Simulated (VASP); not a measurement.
# Ba in VASP: single point with PBE

Aim: the single point of Ba with PBE.

Everything below comes from runs of VASP 6.6.1. Logs are shortened: lines on timing, memory, paths and dates and some standing lists are left out, and cuts for length are marked.

### Step 1. The cell of the first run

The cell holds a sheet with vacuum, 2 atoms: a = 7.758 Å, b = 7.758 Å, c = 23.800 Å, α = 90.00°, β = 90.00°, γ = 120.00°.

### Step 2. Single point, PBE

INCAR

```
SYSTEM = Ba
PREC = Accurate
ENCUT = 520
EDIFF = 1E-6
ISMEAR = 0
SIGMA = 0.1
LREAL = .False.
LASPH = .True.
NELM = 80
ALGO = Normal
ISIF = 2
LWAVE = .False.
LCHARG = .False.
LDIPOL = .True.
IDIPOL = 3
DIPOL = 0.5 0.5 0.294
GGA = PE
NBANDS = 17
```

KPOINTS

```
regular mesh
0
Gamma
  12 12 1
  0 0 0
```

POSCAR

```
Ba
1.0
    7.7575386232      0.0000000000      0.0000000000
   -3.8787693116      6.7182255186      0.0000000000
    0.0000000000      0.0000000000     23.8000000000
Ba
2
Direct
    0.3333333333      0.6666666667      0.2941176471
    0.6666666667      0.3333333333      0.2941176471
```

Potentials or basis: VASP PAW PBE potentials, release 64 (Ba_sv).

On the command line:

```sh
cat potpaw_PBE.64/Ba_sv/POTCAR > POTCAR
mpirun -np 1 vasp_std > vasp.out
```

OUTCAR:

```text
SYSTEM = Ba
   PREC = Accurate
   ENCUT = 520
   EDIFF = 1E-6
   ISMEAR = 0
   LREAL = .False.
   LASPH = .True.
   NELM = 80
   ISIF = 2
   GGA = PE

 ion  position               nearest neighbor table
   1  0.333  0.667  0.294-   2 4.48   2 4.48   2 4.48
   2  0.667  0.333  0.294-   1 4.48   1 4.48   1 4.48

  LATTYP: Found a hexagonal cell.
 ALAT       =     7.7575386232
 C/A-ratio  =     3.0679834360

  Lattice vectors:

 A1 = (   7.7575386232,   0.0000000000,   0.0000000000)
 A2 = (  -3.8787693116,   6.7182255186,   0.0000000000)
 A3 = (   0.0000000000,   0.0000000000,  23.8000000000)

Analysis of symmetry for initial positions (statically):
=====================================================================
 Subroutine PRICEL returns:
 Original cell was already a primitive cell.

 Routine SETGRP: Setting up the symmetry group for a
 hexagonal supercell.

 Subroutine GETGRP returns: Found 24 space group operations
 (whereof 12 operations were pure point group operations)
 out of a pool of 24 trial point group operations.

The static configuration has the point symmetry C_6v.
 The point group associated with its full space group is D_6h.

Analysis of symmetry for dynamics (positions and initial velocities):
=====================================================================
 Subroutine PRICEL returns:
 Original cell was already a primitive cell.

 Routine SETGRP: Setting up the symmetry group for a
 hexagonal supercell.

 Subroutine GETGRP returns: Found 24 space group operations
 (whereof 12 operations were pure point group operations)
 out of a pool of 24 trial point group operations.

The dynamic configuration has the point symmetry C_6v.
 The point group associated with its full space group is D_6h.

 Subroutine INISYM returns: Found 24 space group operations
 (whereof 12 operations are pure point group operations),
 and found     1 'primitive' translations

----------------------------------------------------------------------------------------

                                     Primitive cell

  volume of cell :    1240.3821

  direct lattice vectors                    reciprocal lattice vectors
     7.757538623  0.000000000  0.000000000     0.128906867  0.074424414  0.000000000
    -3.878769312  6.718225519  0.000000000     0.000000000  0.148848829  0.000000000
     0.000000000  0.000000000 23.800000000     0.000000000  0.000000000  0.042016807

  length of vectors
     7.757538623  7.757538623 23.800000000     0.148848829  0.148848829  0.042016807

  position of ions in fractional coordinates (direct lattice)
     0.333333333  0.666666667  0.294117647
     0.666666667  0.333333333  0.294117647

  ion indices of the primitive-cell ions
   primitive index   ion index
                 1           1
                 2           2

----------------------------------------------------------------------------------------

 KPOINTS: regular mesh

Automatic generation of k-mesh.
 Grid dimensions read from file:
 generate k-points for:   12   12    1

 Generating k-lattice:

  Cartesian coordinates                     Fractional coordinates (reciprocal lattice)
     0.010742239  0.006202035  0.000000000     0.083333333  0.000000000  0.000000000
     0.000000000  0.012404069  0.000000000     0.000000000  0.083333333  0.000000000
     0.000000000  0.000000000  0.042016807     0.000000000  0.000000000  1.000000000

  Length of vectors
     0.012404069  0.012404069  0.042016807

  Shift w.r.t. Gamma in fractional coordinates (k-lattice)
     0.000000000  0.000000000  0.000000000

 Subroutine IBZKPT returns following result:
 ===========================================

 Found     19 irreducible k-points:

 Following reciprocal coordinates:
            Coordinates               Weight
  0.000000  0.000000  0.000000      1.000000
  0.083333  0.000000  0.000000      6.000000
  0.166667  0.000000  0.000000      6.000000
  0.250000  0.000000  0.000000      6.000000
  0.333333  0.000000  0.000000      6.000000
  0.416667  0.000000  0.000000      6.000000
[... 11 lines left out ...]
  0.333333  0.250000  0.000000     12.000000
  0.333333  0.333333  0.000000      2.000000
   k-points           NKPTS =     19   k-points in BZ     NKDIM =     19   number of bands    NBANDS=     17
   number of dos      NEDOS =    301   number of ions     NIONS =      2
   total plane-waves  NPLWV = 648000
   dimension x,y,z NGX =    60 NGY =   60 NGZ =  180
   dimension x,y,z NGXF=   120 NGYF=  120 NGZF=  360
   ions per type =               2
   NGX,Y,Z   is equivalent  to a cutoff of  12.86, 12.86, 12.57 a.u.
   NGXF,Y,Z  is equivalent  to a cutoff of  25.72, 25.72, 25.15 a.u.
 SYSTEM =  Ba
   PREC   = accura    normal or accurate (medium, high low for compatibility)
   ISTART =      0    job   : 0-new  1-cont  2-samecut
   ICHARG =      2    charge: 1-file 2-atom 10-const
   ISPIN  =      1    spin polarized calculation?
   LNONCOLLINEAR =      F non collinear calculations
   LSORBIT =      F    spin-orbit coupling
   LASPH  =      T    aspherical Exc in radial PAW
   ENCUT  =  520.0 eV  38.22 Ry    6.18 a.u.  14.42 14.42 44.25*2*pi/ulx,y,z
   NELM   =     80;   NELMIN=  2; NELMDL= -5     # of ELM steps
   EDIFF  = 0.1E-05   stopping-criterion for ELM
   LREAL  =      F    real-space projection
   EDIFFG = 0.1E-04   stopping-criterion for IOM
   NSW    =      0    number of steps for IOM
   IBRION =     -1    ionic relax: 0-MD 1-quasi-New 2-CG
   NFREE  =      0    steps in history (QN), initial steepest desc. (CG)
   ISIF   =      2    stress and relaxation
   ISYM   =      2    0-nonsym 1-usesym 2-fastsym
   POTIM  = 0.5000    time-step for ionic-motion
   TEBEG  =    0.0;   TEEND  =   0.0 temperature during run
   PSTRESS=    0.0 pullay stress
   NELECT =      20.0000    total number of electrons
   NUPDOWN=      -1.0000    fix difference up-down
   EMIN   =  10.00;   EMAX   =-10.00  energy-range for DOS
   EFERMI =   0.00;   METHOD = LEGACY
   ISMEAR =     0;   SIGMA  =   0.10  broadening in eV -4-tet -1-fermi 0-gaus
   EFERMI_NEDOS =   21; number of points for ismear=-14 and -15
   IALGO  =     38    algorithm
   IMIX   =      4    mixing-type and parameters
     AMIX     =   0.40;   BMIX     =  1.00
     AMIX_MAG =   1.60;   BMIX_MAG =  1.00
  volume/ion in A,a.u.               =     620.19      4185.26
  Fermi-wavevector in a.u.,A,eV,Ry     =   0.413586  0.781565  2.327328  0.171054
  Thomas-Fermi vector in A             =   1.371314
   LORBIT       =      0    0 simple, 1 ext, 2 COOP (PROOUT), +10 PAW based schemes
   GGA     = PE    functional components
   LHFCALC =     F    Hartree Fock is set to
   AEXX    =    0.0000 exact exchange contribution
   IVDW    =     0    specifies the selected vdW correction
   LEPSILON=     F    determine dielectric tensor
   LRPA    =     F    only Hartree local field effects (RPA)
 non-spin polarized calculation
 Gauss-broadening in eV      SIGMA  =   0.10
  energy-cutoff  :      520.00
  volume of cell :     1240.38
 maximum number of plane-waves:     33489
 NGX is ok and might be reduce to    60
   NGX = 29   NGY = 29   NGZ = 89

 dipolmoment           0.000000      0.000000     -0.000000 electrons x Angstroem

 number of electron      20.0000002 magnetization

 dipolmoment           0.000000      0.000000      0.000009 electrons x Angstroem

 Free energy of the ion-electron system (eV)
  ---------------------------------------------------
  ext. energy  EPLUGINS =         0.00000000
  ---------------------------------------------------
  free energy    TOTEN  =        -1.25990925 eV

  energy without entropy =       -1.22495987  energy(sigma->0) =       -1.24243456

 E-fermi :  -1.7621     XC(G=0):  -1.5218

 val. band max:       -1.7858230100   @ k =   0.2500   0.0833   0.0000
 cond. band min:      -1.7606991622   @ k =   0.4167   0.0833   0.0000
 fundamental gap:      0.0251238478
 Fermi energy:        -1.7621341003

 k-point     1 :       0.0000    0.0000    0.0000
  band No.  band energies     occupation
      1     -31.9737      2.00000
      2     -31.9557      2.00000
      3     -17.2586      2.00000
      4     -17.2254      2.00000
      5     -17.0890      2.00000
      6     -17.0890      2.00000
[... 9 lines left out ...]
     16      -1.1398      0.00000
     17      -1.1398      0.00000

 k-point     2 :       0.0833    0.0000    0.0000
  band No.  band energies     occupation
      1     -31.9734      2.00000
      2     -31.9560      2.00000
      3     -17.2581      2.00000
      4     -17.2259      2.00000
      5     -17.0898      2.00000
      6     -17.0871      2.00000
[... 9 lines left out ...]
     16      -1.1321      0.00000
     17      -1.0622      0.00000

 k-point     3 :       0.1667    0.0000    0.0000
  band No.  band energies     occupation
      1     -31.9726      2.00000
      2     -31.9568      2.00000
      3     -17.2567      2.00000
      4     -17.2274      2.00000
      5     -17.0919      2.00000
      6     -17.0817      2.00000
[... 9 lines left out ...]
     16      -1.2271      0.00000
     17      -0.9428      0.00000

 k-point     4 :       0.2500    0.0000    0.0000
  band No.  band energies     occupation
      1     -31.9714      2.00000
      2     -31.9580      2.00000
      3     -17.2544      2.00000
      4     -17.2297      2.00000
      5     -17.0947      2.00000
      6     -17.0735      2.00000
[... 9 lines left out ...]
     16      -1.2123      0.00000
     17      -0.8005      0.00000
[... 243 lines left out ...]
      1     -31.9677      2.00000
      2     -31.9617      2.00000
      3     -17.2476      2.00000
      4     -17.2365      2.00000
      5     -17.1029      2.00000
      6     -17.0433      2.00000
[... 9 lines left out ...]
     16      -1.0679      0.00000
     17      -0.9657      0.00000

 k-point    18 :       0.3333    0.2500    0.0000
  band No.  band energies     occupation
      1     -31.9663      2.00000
      2     -31.9632      2.00000
      3     -17.2449      2.00000
      4     -17.2392      2.00000
      5     -17.1046      2.00000
      6     -17.0313      2.00000
[... 9 lines left out ...]
     16      -1.0231      0.00000
     17      -0.9485      0.00000

 k-point    19 :       0.3333    0.3333    0.0000
  band No.  band energies     occupation
      1     -31.9647      2.00000
      2     -31.9647      2.00000
      3     -17.2420      2.00000
      4     -17.2420      2.00000
      5     -17.1055      2.00000
      6     -17.0157      2.00000
[... 9 lines left out ...]
     16      -0.9856      0.00000
     17      -0.9856      0.00000

------------------------ aborting loop because EDIFF is reached ----------------------------------------

 vacuum level on the upper side and lower side of the slab       (xc-potential included)        -0.005        -0.005

  FORCE on cell =-STRESS in cart. coord.  units (eV):
  Direction    XX          YY          ZZ          XY          YZ          ZX
  --------------------------------------------------------------------------------------
  -------------------------------------------------------------------------------------
  Total        0.0237858      0.0237858     -0.0021849      0.0000000      0.0000000     -0.0000000
  in kB        0.0307236      0.0307236     -0.0028222      0.0000000      0.0000000     -0.0000000
  external PRESSURE =       0.0195417 kB  Pullay stress =       0.0000000 kB

 VOLUME and BASIS-vectors are now :
 -----------------------------------------------------------------------------
  energy-cutoff  :      520.00
  volume of cell :     1240.38
      direct lattice vectors                 reciprocal lattice vectors
     7.757538623  0.000000000  0.000000000     0.128906867  0.074424414  0.000000000
    -3.878769312  6.718225519  0.000000000     0.000000000  0.148848829  0.000000000
     0.000000000  0.000000000 23.800000000     0.000000000  0.000000000  0.042016807

 POSITION                                       TOTAL-FORCE (eV/Angst)
 -----------------------------------------------------------------------------------
     -0.00000      4.47882      7.00000         0.000000     -0.000000     -0.000000
      3.87877      2.23941      7.00000        -0.000000      0.000000      0.000000
 -----------------------------------------------------------------------------------
    total drift:                                0.000000      0.000000      0.000015

  FREE ENERGIE OF THE ION-ELECTRON SYSTEM (eV)
  ---------------------------------------------------
  free  energy   TOTEN  =        -1.2599092517 eV

  energy  without entropy=       -1.2249598691  energy(sigma->0) =       -1.24243456

 vacuum level on the upper side and lower side of the slab         0.516         0.516
```

Run time: 17 min. Hardware: 1 thread of AMD EPYC 9755, shared host; peak memory 1.2 GiB.

What came out:

| Property | Result |
| --- | --- |
| Free energy | -1.2599 eV |
| Band gap on the k mesh | zero (band 10 reaches -1.35 eV, above the bottom of band 11 at -1.87 eV) |

Caveat: spin-orbit coupling is left out, which moves the levels of the heavy elements.
